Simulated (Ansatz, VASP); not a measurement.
# One calculation of Bi, two programs

```xyz
4
Lattice="5.4075 0.0000 0.0000 -2.7038 4.6831 0.0000 0.0000 0.0000 7.0268" Properties=species:S:1:pos:R:3 pbc="T T T"
Bi    0.0000    3.1220    3.2748
Bi    2.7038    1.5610    6.7882
Bi    2.7038    1.5610    3.7519
Bi    0.0000    3.1220    0.2386
```

Alike in both runs: functional r2SCAN; k mesh 6 × 6 × 4; occupations gaussian, width 0.1 eV; no spin polarisation.

Ansatz relaxed the structure, and its values are those at the end. VASP's run is a single point on that final structure, the one shown.

|  | VASP | Ansatz |
| --- | --- | --- |
| version | VASP 6.6.1 | Ansatz 0.2.0 |
| potentials or method | VASP PAW PBE potentials, release 64 (Bi_d), cutoff 520 eV | scalar-relativistic, plane waves, PAW |
| valence electrons in the cell | 60 | 60 |

|  | VASP | Ansatz | Ansatz less VASP |
| --- | --- | --- | --- |
| gap on the k mesh at the Fermi level (eV) | 0.41 | 0.41 | -0.005 |
| least direct gap on the mesh (eV) | 0.95 | 0.95 | +0.001 |
| pressure (GPa) | 0.2 | 0.2 | +0.05 |
| rms of the force components (eV/Å) | 0.003 | 0.002 | -0.0018 |

VASP's potentials were made for PBE, not for r2SCAN.

Spin-orbit coupling is off throughout.
